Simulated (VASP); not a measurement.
Here is a VASP 6.6.1 calculation.

File POSCAR:

```
CdTe
1.0
    4.3149846782      0.0000000000      0.0000000000
   -2.1574923391      3.7368863482      0.0000000000
    0.0000000000      0.0000000000      7.0705359438
Cd Te
2 2
Direct
    0.0000000000      0.0000000000      0.0000000000
    0.0000000000      0.0000000000      0.5000000000
    0.3333333333      0.6666666667      0.2500000000
    0.6666666667      0.3333333333      0.7500000000
```

INCAR.step1

```
PREC = Accurate
ENCUT = 520
ISMEAR = -1
SIGMA = 0.02
LREAL = F
LASPH = T
NELM = 100
NBANDS = 26
GGA = PE
ALGO = Normal
EDIFF = 1E-4
LWAVE = T
LCHARG = F
```

File INCAR.step2:

```
PREC = Accurate
ENCUT = 520
EDIFF = 1E-6
ISMEAR = -1
SIGMA = 0.02
LREAL = F
LASPH = T
NELM = 100
ALGO = Normal
ISIF = 2
LWAVE = F
LCHARG = T
METAGGA = R2SCAN
LMIXTAU = T
LELF = T
LVHAR = T
NBANDS = 26
ISTART = 1
```

Contents of KPOINTS:

```
regular mesh
0
Gamma
  6 6 4
```

Potentials or basis: VASP PAW PBE potentials, release 64 (Cd, Te).

Command:

```sh
$ cat potpaw_PBE.64/Cd/POTCAR potpaw_PBE.64/Te/POTCAR > POTCAR
$ cp INCAR.step1 INCAR
$ mpirun -np 1 vasp_std > vasp.out
$ cp INCAR.step2 INCAR
$ mpirun -np 1 vasp_std > vasp.out
```

Task: What does it give for the band gap on the k mesh?

Result: Zero (band 18 reaches 3.81 eV, above the bottom of band 19 at 3.18 eV).

Task: Predict the pressure.

Result: 0.2 GPa.

Caveat: the PAW data sets were made with another functional, which shifts forces and pressure a little; spin-orbit coupling is left out, which moves the levels of the heavy elements.
